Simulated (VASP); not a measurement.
# Au (Fm-3m) in VASP: further runs

The runs below take Au through single point, relaxation of cell and atoms, with PBE.

All numbers are computed with VASP 6.6.1; they aren't measurements. Logs are shortened: lines on timing, memory, paths and dates and some standing lists are left out, and cuts for length are marked.

## 1. The cell of the first run

Symmetry: Fm-3m, No. 225, cubic system. Conventional cell: a = 4.158 Å, b = 4.158 Å, c = 4.158 Å, α = 90.00°, β = 90.00°, γ = 90.00°. Within 3.9 Å of Au (site symmetry m-3m) lie 12 Au at 2.94 Å.

## 2. Single point, PBE

Input file INCAR:

```
SYSTEM = Au
  ALGO = Fast
  EDIFF = 1E-6
  ENCUT = 520
  GGA = PE
  ISIF = 2
  ISMEAR = 0
  ISYM = 0
  LASPH = .True.
  LCHARG = .False.
  LREAL = .False.
  LWAVE = .False.
  NBANDS = 12
  NELM = 60
  PREC = Accurate
  SIGMA = 0.1
```

Input file KPOINTS:

```
k-points
0
Gamma
  12 8 23
  0 0 0
```

Input file POSCAR:

```
Au
1.0
    2.9402300934      0.0000000000      0.0000000000
    0.0000000000      4.1581132746      0.0000000000
    1.4701150467      2.0790566373      1.4701150467
Au
1
Direct
    0.0000000000      0.0000000000      0.0000000000
```

Potentials or basis: VASP PAW PBE potentials, release 64 (Au).

The run is started by

```console
$ cat potpaw_PBE.64/Au/POTCAR > POTCAR
$ mpirun -np 1 vasp_std > vasp.out
```

OUTCAR:

```text
SYSTEM = Au
   EDIFF = 1E-6
   ENCUT = 520
   GGA = PE
   ISIF = 2
   ISMEAR = 0
   ISYM = 0
   LASPH = .True.
   LREAL = .False.
   NELM = 60
   PREC = Accurate

 ion  position               nearest neighbor table
   1  0.000  0.000  0.000-

IMPORTANT INFORMATION: All symmetrisations will be switched off!
NOSYMM: (Re-)initialisation of all symmetry stuff for point group C_1.

----------------------------------------------------------------------------------------

                                     Primitive cell

  volume of cell :      17.9733

  direct lattice vectors                    reciprocal lattice vectors
     2.940230093  0.000000000  0.000000000     0.340109436  0.000000000 -0.340109436
     0.000000000  4.158113275  0.000000000     0.000000000  0.240493689 -0.340109436
     1.470115047  2.079056637  1.470115047     0.000000000  0.000000000  0.680218873

  length of vectors
     2.940230093  4.158113275  2.940230093     0.480987378  0.416547288  0.680218873

  position of ions in fractional coordinates (direct lattice)
     0.000000000  0.000000000  0.000000000

  ion indices of the primitive-cell ions
   primitive index   ion index
                 1           1

----------------------------------------------------------------------------------------

 KPOINTS: k-points

Automatic generation of k-mesh.
 Grid dimensions read from file:
 generate k-points for:   12    8   23

 Generating k-lattice:

  Cartesian coordinates                     Fractional coordinates (reciprocal lattice)
     0.028342453  0.000000000 -0.028342453     0.083333333  0.000000000  0.000000000
     0.000000000  0.030061711 -0.042513680     0.000000000  0.125000000 -0.000000000
     0.000000000  0.000000000  0.029574734     0.000000000  0.000000000  0.043478261

  Length of vectors
     0.040082281  0.052068411  0.029574734

  Shift w.r.t. Gamma in fractional coordinates (k-lattice)
     0.000000000  0.000000000  0.000000000

 -----------------------------------------------------------------------------
|                                                                             |
|           W    W    AA    RRRRR   N    N  II  N    N   GGGG   !!!           |
|           W    W   A  A   R    R  NN   N  II  NN   N  G    G  !!!           |
|           W    W  A    A  R    R  N N  N  II  N N  N  G       !!!           |
|           W WW W  AAAAAA  RRRRR   N  N N  II  N  N N  G  GGG   !            |
|           WW  WW  A    A  R   R   N   NN  II  N   NN  G    G                |
|           W    W  A    A  R    R  N    N  II  N    N   GGGG   !!!           |
|                                                                             |
|     Your reciprocal lattice and k-lattice belong to different lattice       |
|     classes:                                                                |
|                                                                             |
|        The reciprocal lattice is body-centered cubic,                       |
|        whereas your k-lattice is triclinic.                                 |
|                                                                             |
|     Results are often still useful ...                                      |
|                                                                             |
 -----------------------------------------------------------------------------

 WARNING: IBZKPT: internal override: KBLOWUP is changed to .FALSE.
      ... skipping the blow-up phase ...

 Subroutine IBZKPT returns following result:
 ===========================================

 Found   1106 irreducible k-points:

 Following reciprocal coordinates:
            Coordinates               Weight
  0.000000  0.000000  0.000000      1.000000
  0.083333  0.000000  0.000000      2.000000
  0.166667  0.000000  0.000000      2.000000
  0.250000  0.000000  0.000000      2.000000
  0.333333  0.000000  0.000000      2.000000
  0.416667  0.000000  0.000000      2.000000
[... 16 lines left out ...]
  0.250000  0.250000 -0.000000      2.000000
  0.333333  0.250000  0.000000      2.000000
 [... further k-points ...]
   k-points           NKPTS =   1106   k-points in BZ     NKDIM =   1106   number of bands    NBANDS=     12
   number of dos      NEDOS =    301   number of ions     NIONS =      1
   total plane-waves  NPLWV =  18432
   dimension x,y,z NGX =    24 NGY =   32 NGZ =   24
   dimension x,y,z NGXF=    48 NGYF=   64 NGZF=   48
   ions per type =               1
   NGX,Y,Z   is equivalent  to a cutoff of  13.57, 12.79, 13.57 a.u.
   NGXF,Y,Z  is equivalent  to a cutoff of  27.14, 25.59, 27.14 a.u.
 SYSTEM =  Au
   PREC   = accura    normal or accurate (medium, high low for compatibility)
   ISTART =      0    job   : 0-new  1-cont  2-samecut
   ICHARG =      2    charge: 1-file 2-atom 10-const
   ISPIN  =      1    spin polarized calculation?
   LNONCOLLINEAR =      F non collinear calculations
   LSORBIT =      F    spin-orbit coupling
   LASPH  =      T    aspherical Exc in radial PAW
   ENCUT  =  520.0 eV  38.22 Ry    6.18 a.u.   5.47  7.73  5.47*2*pi/ulx,y,z
   NELM   =     60;   NELMIN=  2; NELMDL= -5     # of ELM steps
   EDIFF  = 0.1E-05   stopping-criterion for ELM
   LREAL  =      F    real-space projection
   EDIFFG = 0.1E-04   stopping-criterion for IOM
   NSW    =      0    number of steps for IOM
   IBRION =     -1    ionic relax: 0-MD 1-quasi-New 2-CG
   NFREE  =      0    steps in history (QN), initial steepest desc. (CG)
   ISIF   =      2    stress and relaxation
   ISYM   =      0    0-nonsym 1-usesym 2-fastsym
   POTIM  = 0.5000    time-step for ionic-motion
   TEBEG  =    0.0;   TEEND  =   0.0 temperature during run
   PSTRESS=    0.0 pullay stress
   NELECT =      11.0000    total number of electrons
   NUPDOWN=      -1.0000    fix difference up-down
   EMIN   =  10.00;   EMAX   =-10.00  energy-range for DOS
   EFERMI =   0.00;   METHOD = LEGACY
   ISMEAR =     0;   SIGMA  =   0.10  broadening in eV -4-tet -1-fermi 0-gaus
   EFERMI_NEDOS =   21; number of points for ismear=-14 and -15
   IALGO  =     68    algorithm
   IMIX   =      4    mixing-type and parameters
     AMIX     =   0.40;   BMIX     =  1.00
     AMIX_MAG =   1.60;   BMIX_MAG =  1.00
  volume/ion in A,a.u.               =      17.97       121.29
  Fermi-wavevector in a.u.,A,eV,Ry     =   1.389940  2.626606 26.285549  1.931933
  Thomas-Fermi vector in A             =   2.513923
   LORBIT       =      0    0 simple, 1 ext, 2 COOP (PROOUT), +10 PAW based schemes
   GGA     = PE    functional components
   LHFCALC =     F    Hartree Fock is set to
   AEXX    =    0.0000 exact exchange contribution
   IVDW    =     0    specifies the selected vdW correction
   LEPSILON=     F    determine dielectric tensor
   LRPA    =     F    only Hartree local field effects (RPA)
 non-spin polarized calculation
 RMM-DIIS sequential band-by-band and
 Gauss-broadening in eV      SIGMA  =   0.10
  energy-cutoff  :      520.00
  volume of cell :       17.97
 maximum number of plane-waves:       531
 NGX is ok and might be reduce to    24
   NGX = 11   NGY = 15   NGZ = 11

 number of electron      10.9999999 magnetization

 Free energy of the ion-electron system (eV)
  ---------------------------------------------------
  ext. energy  EPLUGINS =         0.00000000
  ---------------------------------------------------
  free energy    TOTEN  =        -3.21978039 eV

  energy without entropy =       -3.21780664  energy(sigma->0) =       -3.21879352

 E-fermi :   8.6231     XC(G=0): -12.3999

 val. band max:        8.6185857030   @ k =   0.5000   0.3750   0.3913
 cond. band min:       8.6242070718   @ k =   0.2500  -0.1250   0.3043
 fundamental gap:      0.0056213688
 Fermi energy:         8.6231337587

 k-point     1 :       0.0000    0.0000    0.0000
  band No.  band energies     occupation
      1      -0.6939      2.00000
      2       4.1929      2.00000
      3       4.1949      2.00000
      4       4.1969      2.00000
      5       5.5720      2.00000
      6       5.5740      2.00000
      7      23.1933      0.00000
      8      26.8842      0.00000
      9      26.8861      0.00000
     10      26.8882      0.00000
     11      31.6248      0.00000
     12      35.7035      0.00000

 k-point     2 :       0.0833    0.0000    0.0000
  band No.  band energies     occupation
      1      -0.3869      2.00000
      2       4.0457      2.00000
      3       4.3272      2.00000
      4       4.3300      2.00000
      5       5.4158      2.00000
      6       5.6381      2.00000
      7      23.5370      0.00000
      8      25.9756      0.00000
      9      26.5852      0.00000
     10      26.5878      0.00000
     11      33.2990      0.00000
     12      33.7138      0.00000

 k-point     3 :       0.1667    0.0000    0.0000
  band No.  band energies     occupation
      1       0.4823      2.00000
      2       3.6594      2.00000
      3       4.7166      2.00000
      4       4.7195      2.00000
      5       5.0402      2.00000
      6       5.8194      2.00000
      7      24.4491      0.00000
      8      24.9003      0.00000
      9      25.2373      0.00000
     10      25.2402      0.00000
     11      29.5509      0.00000
     12      32.8995      0.00000
[... 286 lines left out ...]
 k-point    23 :       0.2500    0.2500   -0.0000
  band No.  band energies     occupation
      1       2.5808      2.00000
      2       3.4345      2.00000
      3       4.5369      2.00000
      4       5.2789      2.00000
      5       6.7442      2.00000
      6       9.5695      0.00000
      7      13.8415      0.00000
      8      19.7375      0.00000
      9      21.7458      0.00000
     10      25.0840      0.00000
     11      32.0006      0.00000
     12      33.9666      0.00000

 k-point    24 :       0.3333    0.2500    0.0000
  band No.  band energies     occupation
      1       2.5920      2.00000
      2       3.1943      2.00000
      3       4.9371      2.00000
      4       5.7480      2.00000
      5       6.6068      2.00000
      6      11.9105      0.00000
      7      12.9710      0.00000
      8      16.5293      0.00000
      9      20.9862      0.00000
     10      25.6218      0.00000
     11      31.8136      0.00000
     12      34.2835      0.00000

 [... further k-points ...]

------------------------ aborting loop because EDIFF is reached ----------------------------------------

  FORCE on cell =-STRESS in cart. coord.  units (eV):
  Direction    XX          YY          ZZ          XY          YZ          ZX
  --------------------------------------------------------------------------------------
  -------------------------------------------------------------------------------------
  Total        0.0466650     -0.0481397     -0.0499770     -0.0259314      0.0151653      0.0055158
  in kB        4.1598025     -4.2912616     -4.4550409     -2.3115693      1.3518625      0.4916871
  external PRESSURE =      -1.5288333 kB  Pullay stress =       0.0000000 kB

 VOLUME and BASIS-vectors are now :
 -----------------------------------------------------------------------------
  energy-cutoff  :      520.00
  volume of cell :       17.97
      direct lattice vectors                 reciprocal lattice vectors
     2.940230093  0.000000000  0.000000000     0.340109436  0.000000000 -0.340109436
     0.000000000  4.158113275  0.000000000     0.000000000  0.240493689 -0.340109436
     1.470115047  2.079056637  1.470115047     0.000000000  0.000000000  0.680218873

 POSITION                                       TOTAL-FORCE (eV/Angst)
 -----------------------------------------------------------------------------------
      0.00000      0.00000      0.00000        -0.000000      0.000001      0.000000
 -----------------------------------------------------------------------------------
    total drift:                               -0.000000      0.000001      0.000000

  FREE ENERGIE OF THE ION-ELECTRON SYSTEM (eV)
  ---------------------------------------------------
  free  energy   TOTEN  =        -3.2197803933 eV

  energy  without entropy=       -3.2178066427  energy(sigma->0) =       -3.21879352
```

Wall time 3.6 min (1 thread of AMD EPYC 7R13 (Zen 3), shared host); peak memory 0.33 GiB.

The run converged, but its numbers aren't listed here, since they failed a check.

Caveat: spin-orbit coupling is left out, which moves the levels of the heavy elements.

## 3. Single point, PBE

This run uses another cell than the first one, of 16.89 Å³/atom.

Input file INCAR:

```
SYSTEM = Au
PREC = Accurate ; ENCUT = 500
EDIFF = 1E-6 ; ISMEAR = 0
SIGMA = 0.1 ; LREAL = .False.
LASPH = .True. ; NELM = 120
ALGO = Normal ; ISIF = 2
LWAVE = .False. ; LCHARG = .True.
GGA = PE ; LELF = .True.
LVHAR = .True. ; NBANDS = 12
GGA_COMPAT = .False.
```

Input file KPOINTS:

```
Automatic mesh
0
Gamma
  8 8 8
  0 0 0
```

Input file POSCAR:

```
Au
1.0
    0.0000000000      2.0364497407      2.0364497407
    2.0364497407      0.0000000000      2.0364497407
    2.0364497407      2.0364497407      0.0000000000
Au
1
Direct
    0.0000000000      0.0000000000      0.0000000000
```

Potentials or basis: VASP PAW PBE potentials, release 64 (Au).

The run is started by

```console
$ cat potpaw_PBE.64/Au/POTCAR > POTCAR
$ mpirun -np 1 vasp_std > vasp.out
```

Run time: 5.2 s. Hardware: 1 thread of Intel Xeon Platinum 8488C (Sapphire Rapids), shared host; peak memory 0.14 GiB.

Results (log left out):

| Property | Result |
| --- | --- |
| Free energy | -3.1505 eV |
| Pressure | 11.1 GPa |
| Band gap on the k mesh | zero (an odd number of electrons rules out a gap without spin polarisation) |

Levels at points of the mesh, in eV from the Fermi level:
```
           k point  band 3  band 4  band 5  band 6  band 7  band 8  band 9  band 10
(0.00, 0.00, 0.00)   -4.69   -4.69   -3.15   -3.15   14.56   18.61   18.61    18.61
(0.50, 0.00, 0.00)   -4.73   -1.93   -1.93   -0.95    3.17   14.01   17.25    17.25
(0.50, 0.50, 0.00)   -1.97   -1.60   -1.60    1.04    5.90   10.08   10.08    17.36
```

Caveat: the cell stands under pressure; spin-orbit coupling is left out, which moves the levels of the heavy elements.

## 4. Relaxation of cell and atoms, PBE, target pressure 11.4 GPa, at which the enthalpy is minimised

This run uses another cell than the first one, of 16.85 Å³/atom.

Input file INCAR:

```
SYSTEM = Au
ALGO = Normal ; EDIFF = 1E-7
EDIFFG = -0.05 ; ENCUT = 500
GGA = PE ; GGA_COMPAT = .False.
IBRION = 2 ; ISIF = 3
ISMEAR = 0 ; LASPH = .True.
LCHARG = .False. ; LREAL = .False.
LWAVE = .False. ; NELM = 120
NELMIN = 4 ; NSW = 80
PREC = Accurate ; PSTRESS = 114.0
SIGMA = 0.1
```

Input file KPOINTS:

```
k-points
0
Gamma
  8 8 8
  0 0 0
```

Input file POSCAR:

```
Au
1.0
    0.0000000000      2.0350000000      2.0350000000
    2.0350000000      0.0000000000      2.0350000000
    2.0350000000      2.0350000000      0.0000000000
Au
1
Direct
    0.0000000000      0.0000000000      0.0000000000
```

The run is started by

```console
$ cat potpaw_PBE.64/Au/POTCAR > POTCAR
$ mpirun -np 1 vasp_std > vasp.out
```

It took 4.6 s on 1 thread of Intel Xeon Platinum 8488C (Sapphire Rapids), shared host; peak memory 0.14 GiB.

It converged, with:

| Item | Value |
| --- | --- |
| Free energy | -3.1480 eV |
| Pressure after relaxing | 11.5 GPa |
| Band gap on the k mesh | zero (an odd number of electrons rules out a gap without spin polarisation) |

Final structure:
```yaml
crystal:
  lattice:
    - [0.00000, 2.03500, 2.03500]
    - [2.03500, 0.00000, 2.03500]
    - [2.03500, 2.03500, 0.00000]
  atoms:
    - { symbol: Au, position: [0.00000, 0.00000, 0.00000] }
```

Levels at points of the mesh, in eV from the Fermi level:
| k point | band 2 | band 3 | band 4 | band 5 | band 6 | band 7 | band 8 | band 9 |
| --- | --- | --- | --- | --- | --- | --- | --- | --- |
| (0.00, 0.00, 0.00) | -4.70 | -4.70 | -4.70 | -3.15 | -3.15 | 14.55 | 18.62 | 18.62 |
| (0.50, 0.00, 0.00) | -4.74 | -4.74 | -1.93 | -1.93 | -0.96 | 3.18 | 14.00 | 17.26 |
| (0.50, 0.50, 0.00) | -6.80 | -1.97 | -1.60 | -1.60 | 1.04 | 5.91 | 10.09 | 10.09 |

Caveat: the cell is relaxed towards a set pressure, so the run minimises the enthalpy, not the energy; spin-orbit coupling is left out, which moves the levels of the heavy elements.

The gap in the log of VASP goes by the Fermi energy; the results here count the filled bands.